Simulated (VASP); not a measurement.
A run of VASP 6.6.1 is set up as follows.

INCAR

```
SYSTEM = GaSb
PREC     = Accurate       ! precision mode
ENCUT    = 520            ! plane-wave cutoff, eV
EDIFF    = 1E-7           ! SCF threshold, eV
ISMEAR   = -1             ! smearing method
SIGMA    = 0.02           ! smearing width, eV
LREAL    = .False.        ! projectors in reciprocal space
LASPH    = .True.         ! aspherical terms in the spheres
NELM     = 100            ! most SCF steps
ALGO     = Normal         ! electronic algorithm
ISIF     = 2              ! what is computed and relaxed
LWAVE    = .False.        ! write WAVECAR
LCHARG   = .False.        ! write CHGCAR
GGA      = PE             ! functional
NBANDS   = 16             ! bands
```

KPOINTS

```
Automatic mesh
0
Gamma
  6 6 6
  0 0 0
```

File POSCAR:

```
GaSb
1.0
    0.0000000000      3.1090643516      3.1090643516
    3.1090643516      0.0000000000      3.1090643516
    3.1090643516      3.1090643516      0.0000000000
Ga Sb
1 1
Direct
    0.0000000000      0.0000000000      0.0000000000
    0.2500000000      0.2500000000      0.2500000000
```

Potentials or basis: VASP PAW PBE potentials, release 64 (Ga_d, Sb).

Command:

```bash
$ cat potpaw_PBE.64/Ga_d/POTCAR potpaw_PBE.64/Sb/POTCAR > POTCAR
$ mpirun -np 1 vasp_std > vasp.out
```

Q: Estimate the pressure.

A: 0.1 GPa.

Q: Predict the band gap on the k mesh.

A: Zero (filled and empty bands touch).

Caveat: spin-orbit coupling is left out, which moves the levels of the heavy elements.
